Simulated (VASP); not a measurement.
# Ti (P6/mmm) in VASP: notebook, part 2 of 2

VASP 6.6.1. Earlier steps stand in the parts before.

**3. Single point, PBE**

This run uses another cell than the first one, of 18.88 Å³/atom.

The input, INCAR:

```
PREC = Accurate ; ENCUT = 520
EDIFF = 1E-6 ; ISMEAR = 0
SIGMA = 0.15 ; LREAL = F
LASPH = T ; NELM = 60
ALGO = Fast ; ISIF = 2
LWAVE = F ; LCHARG = T
GGA = PE ; LELF = T
LVHAR = T ; NBANDS = 25
```

The input, KPOINTS:

```
regular mesh
0
Gamma
  12 12 14
```

The input, POSCAR:

```
Ti
1.0
    4.6249000000      0.0000000000      0.0000000000
   -2.3124500000      4.0052808900      0.0000000000
    0.0000000000      0.0000000000      3.0583000000
Ti
3
Direct
    0.0000000000      0.0000000000      0.0000000000
    0.3333333333      0.6666666667      0.5000000000
    0.6666666667      0.3333333333      0.5000000000
```

Potentials or basis: VASP PAW PBE potentials, release 64 (Ti_sv).

The run is started by

```bash
cat potpaw_PBE.64/Ti_sv/POTCAR > POTCAR
mpirun -np 1 vasp_std > vasp.out
```

OUTCAR:

```text
PREC = Accurate
   ENCUT = 520
   EDIFF = 1E-6
   ISMEAR = 0
   LREAL = F
   LASPH = T
   NELM = 60
   ISIF = 2
   GGA = PE

 ion  position               nearest neighbor table
   1  0.000  0.000  0.000-
   2  0.333  0.667  0.500-   3 2.67   3 2.67   3 2.67
   3  0.667  0.333  0.500-   2 2.67   2 2.67   2 2.67

  LATTYP: Found a hexagonal cell.
 ALAT       =     4.6249000000
 C/A-ratio  =     0.6612683517

  Lattice vectors:

 A1 = (   4.6249000000,   0.0000000000,   0.0000000000)
 A2 = (  -2.3124500000,   4.0052808900,   0.0000000000)
 A3 = (   0.0000000000,   0.0000000000,   3.0583000000)

Analysis of symmetry for initial positions (statically):
=====================================================================
 Subroutine PRICEL returns:
 Original cell was already a primitive cell.

 Routine SETGRP: Setting up the symmetry group for a
 hexagonal supercell.

 Subroutine GETGRP returns: Found 24 space group operations
 (whereof 24 operations were pure point group operations)
 out of a pool of 24 trial point group operations.

The static configuration has the point symmetry D_6h.

Analysis of symmetry for dynamics (positions and initial velocities):
=====================================================================
 Subroutine PRICEL returns:
 Original cell was already a primitive cell.

 Routine SETGRP: Setting up the symmetry group for a
 hexagonal supercell.

 Subroutine GETGRP returns: Found 24 space group operations
 (whereof 24 operations were pure point group operations)
 out of a pool of 24 trial point group operations.

The dynamic configuration has the point symmetry D_6h.

 Subroutine INISYM returns: Found 24 space group operations
 (whereof 24 operations are pure point group operations),
[... 112 lines left out ...]
   EFERMI =   0.00;   METHOD = LEGACY
   ISMEAR =     0;   SIGMA  =   0.15  broadening in eV -4-tet -1-fermi 0-gaus
   EFERMI_NEDOS =   21; number of points for ismear=-14 and -15
   IALGO  =     68    algorithm
   IMIX   =      4    mixing-type and parameters
     AMIX     =   0.40;   BMIX     =  1.00
     AMIX_MAG =   1.60;   BMIX_MAG =  1.00
  volume/ion in A,a.u.               =      18.88       127.44
  Fermi-wavevector in a.u.,A,eV,Ry     =   1.407464  2.659721 26.952515  1.980954
  Thomas-Fermi vector in A             =   2.529720
   LORBIT       =      0    0 simple, 1 ext, 2 COOP (PROOUT), +10 PAW based schemes
   GGA     = PE    functional components
   LHFCALC =     F    Hartree Fock is set to
   AEXX    =    0.0000 exact exchange contribution
   IVDW    =     0    specifies the selected vdW correction
   LEPSILON=     F    determine dielectric tensor
   LRPA    =     F    only Hartree local field effects (RPA)
 non-spin polarized calculation
 RMM-DIIS sequential band-by-band and
 Gauss-broadening in eV      SIGMA  =   0.15
  energy-cutoff  :      520.00
  volume of cell :       56.65
 maximum number of plane-waves:      1553
 NGX is ok and might be reduce to    36
   NGX = 17   NGY = 17   NGZ = 11

 number of electron      35.9999992 magnetization

 Free energy of the ion-electron system (eV)
  ---------------------------------------------------
  ext. energy  EPLUGINS =         0.00000000
  ---------------------------------------------------
  free energy    TOTEN  =       -23.29085100 eV

  energy without entropy =      -23.25240159  energy(sigma->0) =      -23.27162630

 E-fermi :   7.4112     XC(G=0): -11.1006

 val. band max:        7.4098986738   @ k =   0.2500   0.2500   0.2857
 cond. band min:       7.4138066850   @ k =   0.4167   0.0833   0.2143
 fundamental gap:      0.0039080112
 Fermi energy:         7.4111568628

 k-point     1 :       0.0000    0.0000    0.0000
  band No.  band energies     occupation
      1     -49.7298      2.00000
      2     -49.4140      2.00000
      3     -49.2631      2.00000
      4     -26.0152      2.00000
      5     -26.0152      2.00000
      6     -25.8370      2.00000
[... 661 lines left out ...]
     24       9.3244      0.00000
     25       9.5403      0.00000

 [... further k-points ...]

------------------------ aborting loop because EDIFF is reached ----------------------------------------

  FORCE on cell =-STRESS in cart. coord.  units (eV):
  Direction    XX          YY          ZZ          XY          YZ          ZX
  --------------------------------------------------------------------------------------
  -------------------------------------------------------------------------------------
  Total       -2.0395160     -2.0395160     -5.5508436      0.0000000      0.0000000      0.0000000
  in kB      -57.6796060    -57.6796060   -156.9835575      0.0000000      0.0000000      0.0000000
  external PRESSURE =     -90.7809231 kB  Pullay stress =       0.0000000 kB

 VOLUME and BASIS-vectors are now :
 -----------------------------------------------------------------------------
  energy-cutoff  :      520.00
  volume of cell :       56.65
      direct lattice vectors                 reciprocal lattice vectors
     4.624900000  0.000000000  0.000000000     0.216220891  0.124835190  0.000000000
    -2.312450000  4.005280890  0.000000000     0.000000000  0.249670380  0.000000000
     0.000000000  0.000000000  3.058300000     0.000000000  0.000000000  0.326979041

 POSITION                                       TOTAL-FORCE (eV/Angst)
 -----------------------------------------------------------------------------------
      0.00000      0.00000      0.00000        -0.000000      0.000000     -0.000000
     -0.00000      2.67019      1.52915         0.000000      0.000000      0.000000
      2.31245      1.33509      1.52915        -0.000000      0.000000     -0.000000
 -----------------------------------------------------------------------------------
    total drift:                                0.000000      0.000000     -0.000000

  FREE ENERGIE OF THE ION-ELECTRON SYSTEM (eV)
  ---------------------------------------------------
  free  energy   TOTEN  =       -23.2908510041 eV

  energy  without entropy=      -23.2524015867  energy(sigma->0) =      -23.27162630
```

stdout:

```text
POSCAR found type information on POSCAR Ti
 POSCAR found :  1 types and       3 ions
 scaLAPACK will be used
 LDA part: xc-table for (Slater+PW92), standard interpolation
 POSCAR, INCAR and KPOINTS ok, starting setup
 FFT: planning ... GRIDC
 FFT: planning ... GRID_SOFT
 FFT: planning ... GRID
 WAVECAR not read
 entering main loop
WARNING in EDDRMM: call to ZHEGV failed, returncode =   8  4     16
WARNING in EDDRMM: call to ZHEGV failed, returncode =   8  4     11
WARNING in EDDRMM: call to ZHEGV failed, returncode =   8  4     17
WARNING in EDDRMM: call to ZHEGV failed, returncode =   6  3      6
WARNING in EDDRMM: call to ZHEGV failed, returncode =   8  4     11
WARNING in EDDRMM: call to ZHEGV failed, returncode =   8  4     11
WARNING in EDDRMM: call to ZHEGV failed, returncode =   6  3     18
WARNING in EDDRMM: call to ZHEGV failed, returncode =   8  4      6
WARNING in EDDRMM: call to ZHEGV failed, returncode =   8  4      9
WARNING in EDDRMM: call to ZHEGV failed, returncode =   8  4      9
WARNING in EDDRMM: call to ZHEGV failed, returncode =   8  4     22
WARNING in EDDRMM: call to ZHEGV failed, returncode =   6  3     25
WARNING in EDDRMM: call to ZHEGV failed, returncode =   8  4     11
```

Run time: 6.5 min. Hardware: 1 thread of Intel Xeon Platinum 8488C (Sapphire Rapids), shared host; peak memory 0.29 GiB.

What came out:

| Item | Value |
| --- | --- |
| Free energy | -23.2909 eV |
| Pressure | -9.1 GPa |
| Band gap on the k mesh | zero (bands 18 and 19 overlap by 0.43 eV) |

Stress tensor (GPa, compression positive):
```
 -5.77   0.00   0.00
  0.00  -5.77   0.00
  0.00   0.00 -15.70
```

Caveat: the stress differs along the axes, from -16 to -6 GPa.

**4. Single point, PBE**

This run uses another cell than the first one, of 18.84 Å³/atom.

The input, INCAR:

```
SYSTEM = Ti
ALGO = Fast
EDIFF = 1E-6
ENCUT = 520
GGA = PE
ISIF = 2
ISMEAR = 0
LASPH = .TRUE.
LCHARG = .FALSE.
LREAL = .FALSE.
LWAVE = .FALSE.
NBANDS = 25
NELM = 100
PREC = Accurate
SIGMA = 0.15
```

The input, KPOINTS:

```
k-points
0
G
  12 12 14
  0 0 0
```

The input, POSCAR:

```
Ti
1.0
    4.8996000000      0.0000000000      0.0000000000
   -2.4498000000      4.2431780684      0.0000000000
    0.0000000000      0.0000000000      2.7185000000
Ti
3
Direct
    0.0000000000      0.0000000000      0.0000000000
    0.3333333333      0.6666666667      0.5000000000
    0.6666666667      0.3333333333      0.5000000000
```

Potentials or basis: VASP PAW PBE potentials, release 64 (Ti_sv).

The run is started by

```bash
cat potpaw_PBE.64/Ti_sv/POTCAR > POTCAR
mpirun -np 1 vasp_std > vasp.out
```

OUTCAR:

```text
SYSTEM = Ti
   EDIFF = 1E-6
   ENCUT = 520
   GGA = PE
   ISIF = 2
   ISMEAR = 0
   LASPH = .TRUE.
   LREAL = .FALSE.
   NELM = 100
   PREC = Accurate

 ion  position               nearest neighbor table
   1  0.000  0.000  0.000-
   2  0.333  0.667  0.500-   3 2.83   3 2.83   3 2.83
   3  0.667  0.333  0.500-   2 2.83   2 2.83   2 2.83

  LATTYP: Found a hexagonal cell.
 ALAT       =     4.8996000000
 C/A-ratio  =     0.5548412115

  Lattice vectors:

 A1 = (   4.8996000000,   0.0000000000,   0.0000000000)
 A2 = (  -2.4498000000,   4.2431780684,   0.0000000000)
 A3 = (   0.0000000000,   0.0000000000,   2.7185000000)

Analysis of symmetry for initial positions (statically):
=====================================================================
 Subroutine PRICEL returns:
 Original cell was already a primitive cell.

 Routine SETGRP: Setting up the symmetry group for a
 hexagonal supercell.

 Subroutine GETGRP returns: Found 24 space group operations
 (whereof 24 operations were pure point group operations)
 out of a pool of 24 trial point group operations.

The static configuration has the point symmetry D_6h.

Analysis of symmetry for dynamics (positions and initial velocities):
=====================================================================
 Subroutine PRICEL returns:
 Original cell was already a primitive cell.

 Routine SETGRP: Setting up the symmetry group for a
 hexagonal supercell.

 Subroutine GETGRP returns: Found 24 space group operations
 (whereof 24 operations were pure point group operations)
 out of a pool of 24 trial point group operations.

The dynamic configuration has the point symmetry D_6h.

 Subroutine INISYM returns: Found 24 space group operations
[... 111 lines left out ...]
   NUPDOWN=      -1.0000    fix difference up-down
   EMIN   =  10.00;   EMAX   =-10.00  energy-range for DOS
   EFERMI =   0.00;   METHOD = LEGACY
   ISMEAR =     0;   SIGMA  =   0.15  broadening in eV -4-tet -1-fermi 0-gaus
   EFERMI_NEDOS =   21; number of points for ismear=-14 and -15
   IALGO  =     68    algorithm
   IMIX   =      4    mixing-type and parameters
     AMIX     =   0.40;   BMIX     =  1.00
     AMIX_MAG =   1.60;   BMIX_MAG =  1.00
  volume/ion in A,a.u.               =      18.84       127.13
  Fermi-wavevector in a.u.,A,eV,Ry     =   1.408581  2.661833 26.995337  1.984101
  Thomas-Fermi vector in A             =   2.530724
   LORBIT       =      0    0 simple, 1 ext, 2 COOP (PROOUT), +10 PAW based schemes
   GGA     = PE    functional components
   LHFCALC =     F    Hartree Fock is set to
   AEXX    =    0.0000 exact exchange contribution
   IVDW    =     0    specifies the selected vdW correction
   LEPSILON=     F    determine dielectric tensor
   LRPA    =     F    only Hartree local field effects (RPA)
 non-spin polarized calculation
 RMM-DIIS sequential band-by-band and
 Gauss-broadening in eV      SIGMA  =   0.15
  energy-cutoff  :      520.00
  volume of cell :       56.52
 maximum number of plane-waves:      1548
   NGX = 19   NGY = 19   NGZ = 11

 number of electron      36.0000008 magnetization

 Free energy of the ion-electron system (eV)
  ---------------------------------------------------
  ext. energy  EPLUGINS =         0.00000000
  ---------------------------------------------------
  free energy    TOTEN  =       -23.18921853 eV

  energy without entropy =      -23.12701830  energy(sigma->0) =      -23.15811841

 E-fermi :   7.2739     XC(G=0): -11.1144

 val. band max:        7.2721395508   @ k =   0.3333   0.1667   0.0000
 cond. band min:       7.2741690863   @ k =   0.4167   0.0000   0.5000
 fundamental gap:      0.0020295356
 Fermi energy:         7.2739476927

 k-point     1 :       0.0000    0.0000    0.0000
  band No.  band energies     occupation
      1     -49.6019      2.00000
      2     -49.4210      2.00000
      3     -49.3441      2.00000
      4     -25.8843      2.00000
      5     -25.8843      2.00000
      6     -25.7655      2.00000
[... 661 lines left out ...]
     24       9.3663      0.00000
     25      10.1396      0.00000

 [... further k-points ...]

------------------------ aborting loop because EDIFF is reached ----------------------------------------

  FORCE on cell =-STRESS in cart. coord.  units (eV):
  Direction    XX          YY          ZZ          XY          YZ          ZX
  --------------------------------------------------------------------------------------
  -------------------------------------------------------------------------------------
  Total       -4.3845377     -4.3845377     -0.1180678      0.0000000     -0.0000000     -0.0000000
  in kB     -124.2948590   -124.2948590     -3.3470393      0.0000000     -0.0000000     -0.0000000
  external PRESSURE =     -83.9789191 kB  Pullay stress =       0.0000000 kB

 VOLUME and BASIS-vectors are now :
 -----------------------------------------------------------------------------
  energy-cutoff  :      520.00
  volume of cell :       56.52
      direct lattice vectors                 reciprocal lattice vectors
     4.899600000  0.000000000  0.000000000     0.204098294  0.117836205  0.000000000
    -2.449800000  4.243178068  0.000000000     0.000000000  0.235672410  0.000000000
     0.000000000  0.000000000  2.718500000     0.000000000  0.000000000  0.367849917

 POSITION                                       TOTAL-FORCE (eV/Angst)
 -----------------------------------------------------------------------------------
      0.00000      0.00000      0.00000         0.000000      0.000000      0.000000
     -0.00000      2.82879      1.35925        -0.000000      0.000000      0.000000
      2.44980      1.41439      1.35925        -0.000000      0.000000     -0.000000
 -----------------------------------------------------------------------------------
    total drift:                                0.000000      0.000000     -0.000000

  FREE ENERGIE OF THE ION-ELECTRON SYSTEM (eV)
  ---------------------------------------------------
  free  energy   TOTEN  =       -23.1892185295 eV

  energy  without entropy=      -23.1270182966  energy(sigma->0) =      -23.15811841
```

Wall time 5.9 min (1 thread of Intel Xeon Platinum 8488C (Sapphire Rapids), shared host); peak memory 0.28 GiB.

What came out:

| Property | Result |
| --- | --- |
| Free energy | -23.1892 eV |
| Pressure | -8.4 GPa |
| Band gap on the k mesh | zero (bands 18 and 19 overlap by 0.60 eV) |

Caveat: the stress differs along the axes, from -12 to -0 GPa.

**5. Overview**

| cell | gap on the mesh (eV) | pressure (GPa) |
| --- | --- | --- |
| a = 4.686, b = 4.686, c = 2.945 Å, angles 90.0, 90.0, 120.0°, 3 atoms | none | -8.6 |
| a = 4.625, b = 4.625, c = 3.058 Å, angles 90.0, 90.0, 120.0°, 3 atoms | none | -9.1 |
| a = 4.900, b = 4.900, c = 2.719 Å, angles 90.0, 90.0, 120.0°, 3 atoms | none | -8.4 |

Alike in all rows: task single point; level PBE; potentials or basis VASP PAW PBE potentials, release 64 (Ti_sv); no spin polarisation; k mesh 12 × 12 × 14; cutoff (eV) 520; smearing gaussian 0.15 eV.

Caveats: the cell stands under tension (at least some runs); the stress differs along the axes, from -16 to -6 GPa (at least some runs); the stress differs along the axes, from -12 to -0 GPa (at least some runs).

Total energies depend on the potentials used, so only differences within one code and one set of settings carry meaning.
